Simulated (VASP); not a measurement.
Runs of VASP 6.6.1 on ZrB2. The structure is that of space group P6/mmm (No. 191), or close to it. The cells are those of the table. 

```csv
cell,gap on the mesh (eV),pressure (GPa)
"a = 2.987, b = 2.987, c = 3.991 Å, angles 90.0, 90.0, 120.0°, 3 atoms",none,-3.0
"a = 3.305, b = 3.305, c = 3.260 Å, angles 90.0, 90.0, 120.0°, 3 atoms",none,-9.3
"a = 3.262, b = 3.262, c = 3.218 Å, angles 90.0, 90.0, 120.0°, 3 atoms",none,0.3
"a = 3.110, b = 3.110, c = 3.681 Å, angles 90.0, 90.0, 120.0°, 3 atoms",none,(b)
"a = 3.239, b = 3.239, c = 3.395 Å, angles 90.0, 90.0, 120.0°, 3 atoms",none,(c)
"a = 3.133, b = 3.133, c = 3.489 Å, angles 90.0, 90.0, 120.0°, 3 atoms",none,0.5
"a = 3.008, b = 3.008, c = 3.783 Å, angles 90.0, 90.0, 120.0°, 3 atoms",none,3.5
"a = 3.048, b = 3.048, c = 3.832 Å, angles 90.0, 90.0, 120.0°, 3 atoms",none,-5.9
"a = 3.372, b = 3.372, c = 3.131 Å, angles 90.0, 90.0, 120.0°, 3 atoms",none,(a)
```

Alike in all rows: task single point; level LDA; potentials or basis VASP PAW LDA potentials, release 64 (Zr_sv, B); no spin polarisation; k mesh 18 × 18 × 12; cutoff (eV) 520; smearing gaussian 0.15 eV.

**Question.** Fill in the values left out.

**Answer.** (a) -8.7; (b) -7.8; (c) -9.5.

Caveats: the stress differs along the axes, from -40 to 16 GPa (at least some runs); the stress differs along the axes, from -22 to 16 GPa (at least some runs); the stress differs along the axes, from -13 to 27 GPa (at least some runs); the stress differs along the axes, from -21 to -1 GPa (at least some runs); the stress differs along the axes, from -16 to 4 GPa (at least some runs); the stress differs along the axes, from -25 to 18 GPa (at least some runs); the stress differs along the axes, from -32 to 7 GPa (at least some runs).

A k mesh can miss the band edges, and the runs leave out spin-orbit coupling on Zr.

A gap of «none» marks levels without a gap at the run's occupations.
